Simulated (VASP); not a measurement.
Bi2Te3, 5 atoms in the cell. It takes space group R-3m (No. 166, trigonal). The conventional cell has a = 4.451 Å, b = 4.451 Å, c = 33.210 Å, α = 90.00°, β = 90.00°, γ = 120.00°. Bi (site symmetry 3m) has 6 Te at 3.09 to 3.29 Å within 4.1 Å. Te (site symmetry -3m) has 6 Bi at 3.29 Å and 12 Te at 4.45 to 4.57 Å within 4.6 Å. Within 4.1 Å of Te (site symmetry 3m) lie 3 Bi at 3.09 Å. 

* Program: VASP 6.6.1
* Task: single point
* Functional: PBE
* Potentials or basis: VASP PAW PBE potentials, release 64 (Bi_d, Te)
* Cutoff: 520 eV
* k mesh: 8 × 8 × 8
* Occupations: gaussian, width 0.05 eV
* Spin: no spin polarisation
* Dipole correction: no
* Further INCAR settings: ALGO = Normal; EDIFF = 1e-06; NBANDS = 32

Potentials or basis: VASP PAW PBE potentials, release 64 (Bi_d, Te).

The run is started by

```bash
$ cat potpaw_PBE.64/Bi_d/POTCAR potpaw_PBE.64/Te/POTCAR > POTCAR
$ mpirun -np 1 vasp_std > vasp.out
```

Hardware: 1 thread of Intel(R) Xeon(R) Platinum 8488C (Sapphire Rapids), on a shared host.

Task: Estimate the wall time of this run.

Result: It took 51 min on 1 thread of Intel(R) Xeon(R) Platinum 8488C (Sapphire Rapids), with other jobs on the host, peak memory 1.4 GiB. Counts: scf iterations 14, k points 65.
